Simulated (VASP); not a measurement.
# Ta (Fd-3m) in VASP: notebook

Ta is run at these levels: r2SCAN; tasks: single point, relaxation of cell and atoms.

Program: VASP 6.6.1. These are calculated values, not measurements. Logs are shortened: lines on timing, memory, paths and dates and some standing lists are left out, and cuts for length are marked.

**1. The cell of the first run**

The structure is cubic, space group Fd-3m (No. 227). Conventional cell: a = 6.059 Å, b = 6.059 Å, c = 6.059 Å, α = 90.00°, β = 90.00°, γ = 90.00°. Within 3.5 Å of Ta (site symmetry -43m) lie 4 Ta at 2.62 Å.

**2. Single point, r2SCAN**

File POSCAR:

```
Ta
1.0
    0.0000000000      3.0296717781      3.0296717781
    3.0296717781      0.0000000000      3.0296717781
    3.0296717781      3.0296717781      0.0000000000
Ta
2
Direct
    0.0000000000      0.0000000000      0.0000000000
    0.2500000000      0.2500000000      0.2500000000
```

File INCAR.step1:

```
SYSTEM = Ta
PREC = Accurate
ENCUT = 520
ISMEAR = -1
SIGMA = 0.1
LREAL = .FALSE.
LASPH = .TRUE.
NELM = 80
NBANDS = 18
GGA = PE
ALGO = Normal
EDIFF = 1E-4
LWAVE = .TRUE.
LCHARG = .FALSE.
```

File INCAR.step2:

```
SYSTEM = Ta
PREC = Accurate
ENCUT = 520
EDIFF = 1E-6
ISMEAR = -1
SIGMA = 0.1
LREAL = .FALSE.
LASPH = .TRUE.
NELM = 80
ALGO = Normal
ISIF = 2
LWAVE = .FALSE.
LCHARG = .FALSE.
METAGGA = R2SCAN
LMIXTAU = .TRUE.
NBANDS = 18
ISTART = 1
```

File KPOINTS:

```
regular mesh
0
G
  7 7 7
  0 0 0
```

Potentials or basis: VASP PAW PBE potentials, release 64 (Ta_pv).

Started as:

```console
$ cat potpaw_PBE.64/Ta_pv/POTCAR > POTCAR
$ cp INCAR.step1 INCAR
$ mpirun -np 1 vasp_std > vasp.out
$ cp INCAR.step2 INCAR
$ mpirun -np 1 vasp_std > vasp.out
```

OUTCAR:

```text
SYSTEM = Ta
   PREC = Accurate
   ENCUT = 520
   EDIFF = 1E-6
   ISMEAR = -1
   LREAL = .FALSE.
   LASPH = .TRUE.
   NELM = 80
   ISIF = 2
   METAGGA = R2SCAN
   ISTART = 1

 ion  position               nearest neighbor table
   1  0.000  0.000  0.000-   2 2.62   2 2.62   2 2.62   2 2.62
   2  0.250  0.250  0.250-   1 2.62   1 2.62   1 2.62   1 2.62

  LATTYP: Found a face centered cubic cell.
 ALAT       =     6.0593435562

  Lattice vectors:

 A1 = (   0.0000000000,   3.0296717781,   3.0296717781)
 A2 = (   3.0296717781,   0.0000000000,   3.0296717781)
 A3 = (   3.0296717781,   3.0296717781,   0.0000000000)

Analysis of symmetry for initial positions (statically):
=====================================================================
 Subroutine PRICEL returns:
 Original cell was already a primitive cell.

 Routine SETGRP: Setting up the symmetry group for a
 face centered cubic supercell.

 Subroutine GETGRP returns: Found 48 space group operations
 (whereof 24 operations were pure point group operations)
 out of a pool of 48 trial point group operations.

The static configuration has the point symmetry T_d .
 The point group associated with its full space group is O_h .

Analysis of symmetry for dynamics (positions and initial velocities):
=====================================================================
 Subroutine PRICEL returns:
 Original cell was already a primitive cell.

 Routine SETGRP: Setting up the symmetry group for a
 face centered cubic supercell.

 Subroutine GETGRP returns: Found 48 space group operations
 (whereof 24 operations were pure point group operations)
 out of a pool of 48 trial point group operations.

The dynamic configuration has the point symmetry T_d .
 The point group associated with its full space group is O_h .

 Subroutine INISYM returns: Found 48 space group operations
 (whereof 24 operations are pure point group operations),
 and found     1 'primitive' translations

----------------------------------------------------------------------------------------

                                     Primitive cell

  volume of cell :      55.6182

  direct lattice vectors                    reciprocal lattice vectors
     0.000000000  3.029671778  3.029671778    -0.165034379  0.165034379  0.165034379
     3.029671778  0.000000000  3.029671778     0.165034379 -0.165034379  0.165034379
     3.029671778  3.029671778  0.000000000     0.165034379  0.165034379 -0.165034379

  length of vectors
     4.284602918  4.284602918  4.284602918     0.285847929  0.285847929  0.285847929

  position of ions in fractional coordinates (direct lattice)
     0.000000000  0.000000000  0.000000000
     0.250000000  0.250000000  0.250000000

  ion indices of the primitive-cell ions
   primitive index   ion index
                 1           1
                 2           2

----------------------------------------------------------------------------------------

 KPOINTS: regular mesh

Automatic generation of k-mesh.
 Grid dimensions read from file:
 generate k-points for:    7    7    7

 Generating k-lattice:

  Cartesian coordinates                     Fractional coordinates (reciprocal lattice)
    -0.023576340  0.023576340  0.023576340     0.142857143  0.000000000  0.000000000
     0.023576340 -0.023576340  0.023576340     0.000000000  0.142857143  0.000000000
     0.023576340  0.023576340 -0.023576340     0.000000000  0.000000000  0.142857143

  Length of vectors
     0.040835418  0.040835418  0.040835418

  Shift w.r.t. Gamma in fractional coordinates (k-lattice)
     0.000000000  0.000000000  0.000000000

 Subroutine IBZKPT returns following result:
 ===========================================

 Found     20 irreducible k-points:

 Following reciprocal coordinates:
            Coordinates               Weight
  0.000000  0.000000  0.000000      1.000000
  0.142857  0.000000  0.000000      8.000000
  0.285714  0.000000  0.000000      8.000000
  0.428571  0.000000  0.000000      8.000000
  0.142857  0.142857  0.000000      6.000000
  0.285714  0.142857  0.000000     24.000000
[... 12 lines left out ...]
 -0.428571  0.428571  0.142857     24.000000
 -0.285714  0.428571  0.142857     24.000000
   k-points           NKPTS =     20   k-points in BZ     NKDIM =     20   number of bands    NBANDS=     18
   number of dos      NEDOS =    301   number of ions     NIONS =      2
   total plane-waves  NPLWV =  32768
   dimension x,y,z NGX =    32 NGY =   32 NGZ =   32
   dimension x,y,z NGXF=    64 NGYF=   64 NGZF=   64
   ions per type =               2
   NGX,Y,Z   is equivalent  to a cutoff of  12.42, 12.42, 12.42 a.u.
   NGXF,Y,Z  is equivalent  to a cutoff of  24.83, 24.83, 24.83 a.u.
 SYSTEM =  Ta
   PREC   = accura    normal or accurate (medium, high low for compatibility)
   ISTART =      1    job   : 0-new  1-cont  2-samecut
   ICHARG =      0    charge: 1-file 2-atom 10-const
   ISPIN  =      1    spin polarized calculation?
   LNONCOLLINEAR =      F non collinear calculations
   LSORBIT =      F    spin-orbit coupling
   LASPH  =      T    aspherical Exc in radial PAW
   ENCUT  =  520.0 eV  38.22 Ry    6.18 a.u.   7.97  7.97  7.97*2*pi/ulx,y,z
   NELM   =     80;   NELMIN=  2; NELMDL=  0     # of ELM steps
   EDIFF  = 0.1E-05   stopping-criterion for ELM
   LREAL  =      F    real-space projection
   EDIFFG = 0.1E-04   stopping-criterion for IOM
   NSW    =      0    number of steps for IOM
   IBRION =     -1    ionic relax: 0-MD 1-quasi-New 2-CG
   NFREE  =      0    steps in history (QN), initial steepest desc. (CG)
   ISIF   =      2    stress and relaxation
   ISYM   =      2    0-nonsym 1-usesym 2-fastsym
   POTIM  = 0.5000    time-step for ionic-motion
   TEBEG  =    0.0;   TEEND  =   0.0 temperature during run
   PSTRESS=    0.0 pullay stress
   NELECT =      22.0000    total number of electrons
   NUPDOWN=      -1.0000    fix difference up-down
   EMIN   =  10.00;   EMAX   =-10.00  energy-range for DOS
   EFERMI =   0.00;   METHOD = LEGACY
   ISMEAR =    -1;   SIGMA  =   0.10  broadening in eV -4-tet -1-fermi 0-gaus
   EFERMI_NEDOS =   21; number of points for ismear=-14 and -15
   IALGO  =     38    algorithm
   IMIX   =      4    mixing-type and parameters
     AMIX     =   0.40;   BMIX     =  1.00
     AMIX_MAG =   1.60;   BMIX_MAG =  1.00
  volume/ion in A,a.u.               =      27.81       187.66
  Fermi-wavevector in a.u.,A,eV,Ry     =   1.201739  2.270957 19.649215  1.444177
  Thomas-Fermi vector in A             =   2.337540
   LORBIT       =      0    0 simple, 1 ext, 2 COOP (PROOUT), +10 PAW based schemes
   METAGGA = R2SCAN    functional components
   LHFCALC =     F    Hartree Fock is set to
   AEXX    =    0.0000 exact exchange contribution
   IVDW    =     0    specifies the selected vdW correction
   LEPSILON=     F    determine dielectric tensor
   LRPA    =     F    only Hartree local field effects (RPA)
 non-spin polarized calculation
  energy-cutoff  :      520.00
  volume of cell :       55.62
 maximum number of plane-waves:      1511
   NGX = 15   NGY = 15   NGZ = 15

 number of electron      21.9999999 magnetization

 Free energy of the ion-electron system (eV)
  ---------------------------------------------------
  ext. energy  EPLUGINS =         0.00000000
  ---------------------------------------------------
  free energy    TOTEN  =       -91.01595736 eV

  energy without entropy =      -90.90129600  energy(sigma->0) =      -90.95862668

 E-fermi :   2.0250     XC(G=0): -10.8227

 val. band max:        1.9976565455   @ k =   0.1429   0.0000   0.0000
 cond. band min:       2.0795063863   @ k =   0.2857   0.2857   0.0000
 fundamental gap:      0.0818498408
 Fermi energy:         2.0250291780

 k-point     1 :       0.0000    0.0000    0.0000
  band No.  band energies     occupation
      1     -33.2746      2.00000
      2     -33.2746      2.00000
      3     -33.2746      2.00000
      4     -32.3763      2.00000
      5     -32.3763      2.00000
      6     -32.3763      2.00000
[... 10 lines left out ...]
     17       8.3412      0.00000
     18      12.8349      0.00000

 k-point     2 :       0.1429    0.0000    0.0000
  band No.  band energies     occupation
      1     -33.2947      2.00000
      2     -33.2947      2.00000
      3     -33.2720      2.00000
      4     -32.3822      2.00000
      5     -32.3547      2.00000
      6     -32.3547      2.00000
[... 10 lines left out ...]
     17       8.2513      0.00000
     18      12.3099      0.00000

 k-point     3 :       0.2857    0.0000    0.0000
  band No.  band energies     occupation
      1     -33.3369      2.00000
      2     -33.3369      2.00000
      3     -33.2671      2.00000
      4     -32.3944      2.00000
      5     -32.3094      2.00000
      6     -32.3094      2.00000
[... 10 lines left out ...]
     17       7.9160      0.00000
     18       9.8925      0.00000

 k-point     4 :       0.4286    0.0000    0.0000
  band No.  band energies     occupation
      1     -33.3682      2.00000
      2     -33.3682      2.00000
      3     -33.2642      2.00000
      4     -32.4029      2.00000
      5     -32.2756      2.00000
      6     -32.2756      2.00000
[... 10 lines left out ...]
     17       7.3202      0.00000
     18       7.7297      0.00000

 k-point     5 :       0.1429    0.1429    0.0000
  band No.  band energies     occupation
      1     -33.3180      2.00000
      2     -33.3180      2.00000
      3     -33.2325      2.00000
      4     -32.4247      2.00000
      5     -32.3300      2.00000
      6     -32.3300      2.00000
[... 10 lines left out ...]
     17       8.5249      0.00000
     18      12.2082      0.00000

 k-point     6 :       0.2857    0.1429    0.0000
  band No.  band energies     occupation
      1     -33.3644      2.00000
      2     -33.3606      2.00000
      3     -33.1958      2.00000
      4     -32.4669      2.00000
      5     -32.2842      2.00000
      6     -32.2822      2.00000
[... 10 lines left out ...]
     17       8.4540      0.00000
     18      10.7290      0.00000

 k-point     7 :       0.4286    0.1429    0.0000
  band No.  band energies     occupation
      1     -33.4135      2.00000
      2     -33.3897      2.00000
      3     -33.1688      2.00000
      4     -32.4968      2.00000
      5     -32.2526      2.00000
      6     -32.2332      2.00000
[... 10 lines left out ...]
     17       7.8640      0.00000
     18       8.2903      0.00000

 k-point     8 :      -0.4286    0.1429    0.0000
  band No.  band energies     occupation
      1     -33.4359      2.00000
      2     -33.3866      2.00000
      3     -33.1663      2.00000
      4     -32.4993      2.00000
      5     -32.2557      2.00000
      6     -32.2109      2.00000
[... 10 lines left out ...]
     17       7.5235      0.00000
     18       7.5771      0.00000
[... 145 lines left out ...]
     17       8.2144      0.00000
     18       8.2480      0.00000

 k-point    16 :      -0.4286    0.4286    0.0000
  band No.  band energies     occupation
      1     -33.4815      2.00000
      2     -33.4616      2.00000
      3     -32.8805      2.00000
      4     -32.7990      2.00000
      5     -32.1749      2.00000
      6     -32.1576      2.00000
[... 10 lines left out ...]
     17       7.3001      0.00000
     18       7.6804      0.00000

 k-point    17 :       0.4286    0.2857    0.1429
  band No.  band energies     occupation
      1     -33.4299      2.00000
      2     -33.3870      2.00000
      3     -33.1264      2.00000
      4     -32.5407      2.00000
      5     -32.2560      2.00000
      6     -32.2146      2.00000
[... 10 lines left out ...]
     17       8.4159      0.00000
     18       9.4805      0.00000

 k-point    18 :      -0.4286    0.2857    0.1429
  band No.  band energies     occupation
      1     -33.4685      2.00000
      2     -33.4157      2.00000
      3     -33.0621      2.00000
      4     -32.6061      2.00000
      5     -32.2256      2.00000
      6     -32.1769      2.00000
[... 10 lines left out ...]
     17       7.8338      0.00000
     18       7.9984      0.00000

 k-point    19 :      -0.4286    0.4286    0.1429
  band No.  band energies     occupation
      1     -33.4735      2.00000
      2     -33.4574      2.00000
      3     -32.9423      2.00000
      4     -32.7328      2.00000
      5     -32.1820      2.00000
      6     -32.1671      2.00000
[... 10 lines left out ...]
     17       7.8325      0.00000
     18       8.2110      0.00000

 k-point    20 :      -0.2857    0.4286    0.1429
  band No.  band energies     occupation
      1     -33.4871      2.00000
      2     -33.4510      2.00000
      3     -32.9319      2.00000
      4     -32.7394      2.00000
      5     -32.1892      2.00000
      6     -32.1565      2.00000
[... 10 lines left out ...]
     17       7.7819      0.00000
     18       7.9249      0.00000

------------------------ aborting loop because EDIFF is reached ----------------------------------------

  FORCE on cell =-STRESS in cart. coord.  units (eV):
  Direction    XX          YY          ZZ          XY          YZ          ZX
  --------------------------------------------------------------------------------------
  -------------------------------------------------------------------------------------
  Total        0.1109252      0.1109252      0.1109252      0.0000000      0.0000000     -0.0000000
  in kB        3.1953928      3.1953928      3.1953928      0.0000000      0.0000000     -0.0000000
  external PRESSURE =       3.1953928 kB  Pullay stress =       0.0000000 kB

 VOLUME and BASIS-vectors are now :
 -----------------------------------------------------------------------------
  energy-cutoff  :      520.00
  volume of cell :       55.62
      direct lattice vectors                 reciprocal lattice vectors
     0.000000000  3.029671778  3.029671778    -0.165034379  0.165034379  0.165034379
     3.029671778  0.000000000  3.029671778     0.165034379 -0.165034379  0.165034379
     3.029671778  3.029671778  0.000000000     0.165034379  0.165034379 -0.165034379

 POSITION                                       TOTAL-FORCE (eV/Angst)
 -----------------------------------------------------------------------------------
      0.00000      0.00000      0.00000         0.000000      0.000000     -0.000000
      1.51484      1.51484      1.51484        -0.000000     -0.000000      0.000000
 -----------------------------------------------------------------------------------
    total drift:                               -0.000000      0.000000      0.000000

  FREE ENERGIE OF THE ION-ELECTRON SYSTEM (eV)
  ---------------------------------------------------
  free  energy   TOTEN  =       -91.0159573597 eV

  energy  without entropy=      -90.9012959983  energy(sigma->0) =      -90.95862668
```

Wall time 53 s (1 thread of Intel Xeon Platinum 8559C (Emerald Rapids), shared host); peak memory 0.18 GiB.

What came out:

- Free energy: -91.0160 eV
- Pressure: 0.3 GPa
- Band gap on the k mesh: zero (band 11 reaches 2.18 eV, above the bottom of band 12 at 1.67 eV)

Caveat: the PAW data sets were made with another functional, which shifts forces and pressure a little; spin-orbit coupling is left out, which moves the levels of the heavy elements.

**3. Relaxation of cell and atoms, r2SCAN**

This run uses another cell than the first one, of 23.39 Å³/atom, 0.841 times its volume.

File POSCAR:

```
Ta
1.0
    0.0000000000      2.8600000000      2.8600000000
    2.8600000000      0.0000000000      2.8600000000
    2.8600000000      2.8600000000      0.0000000000
Ta
2
Direct
    0.0000000000      0.0000000000      0.0000000000
    0.2500000000      0.2500000000      0.2500000000
```

File INCAR.step1:

```
ALGO = Normal
EDIFF = 1E-4
ENCUT = 600
GGA = PE
ISMEAR = -1
LASPH = True
LCHARG = False
LREAL = False
LWAVE = True
NELM = 100
PREC = Accurate
SIGMA = 0.1
```

File INCAR.step2:

```
ALGO = Normal
EDIFF = 1E-6
EDIFFG = -0.03
ENCUT = 600
IBRION = 2
ISIF = 3
ISMEAR = -1
ISTART = 1
LASPH = True
LCHARG = False
LMIXTAU = True
LREAL = False
LWAVE = False
METAGGA = R2SCAN
NELM = 100
NSW = 80
PREC = Accurate
SIGMA = 0.1
```

File KPOINTS:

```
k-points
0
Gamma
  7 7 7
```

Potentials or basis: VASP PAW PBE potentials, release 64 (Ta_pv).

Started as:

```console
$ cat potpaw_PBE.64/Ta_pv/POTCAR > POTCAR
$ cp INCAR.step1 INCAR
$ mpirun -np 1 vasp_std > vasp.out
$ cp INCAR.step2 INCAR
$ mpirun -np 1 vasp_std > vasp.out
```

It took 2 min on 1 thread of Intel Xeon Platinum 8559C (Emerald Rapids), shared host; peak memory 0.19 GiB.

It converged, with:

```yaml
Free_energy: -91.0151 eV
Relaxed_volume: 27.90 Å³/atom
Relaxed_cell: a = 4.289 Å, b = 4.289 Å, c = 4.289 Å, α = 60.00°, β = 60.00°, γ = 60.00°
Space_group_after_relaxing_to_0.05_Å: Fd-3m (No. 227)
Energy_gained_by_relaxing: 208.0 meV/atom
Ionic_steps: 4
Pressure_after_relaxing: 0.1 GPa
Band_gap_on_the_k_mesh: zero (band 11 reaches 2.16 eV, above the bottom of band 12 at 1.65 eV)
```

Step by step:
| step | energy change (eV) | largest force (eV/Å) | pressure (GPa) | volume (Å³) |
| --- | --- | --- | --- | --- |
| 1 | 0.0000 | 0.0000 | 16.80 | 46.79 |
| 2 | -0.1260 | 0.0000 | -8.58 | 65.45 |
| 3 | -0.4159 | 0.0000 | -0.24 | 56.00 |
| 4 | -0.4160 | 0.0000 | 0.07 | 55.81 |

Final structure:
```yaml
crystal:
  lattice:
    - [0.00000, 3.03310, 3.03310]
    - [3.03310, 0.00000, 3.03310]
    - [3.03310, 3.03310, 0.00000]
  atoms:
    - { symbol: Ta, position: [0.00000, 0.00000, 0.00000] }
    - { symbol: Ta, position: [0.25000, 0.25000, 0.25000] }
```

Levels at points of the mesh, in eV from the Fermi level:
```
           k point  band 7  band 8  band 9  band 10  band 11  band 12  band 13  band 14  band 15
(0.00, 0.00, 0.00)   -5.87   -0.97   -0.97    -0.36    -0.36    -0.36     2.17     2.17     2.17
```

Caveat: the volume moved by over 15 % at a fixed basis, so the end points are rough; the PAW data sets were made with another functional, which shifts forces and pressure a little; spin-orbit coupling is left out, which moves the levels of the heavy elements.
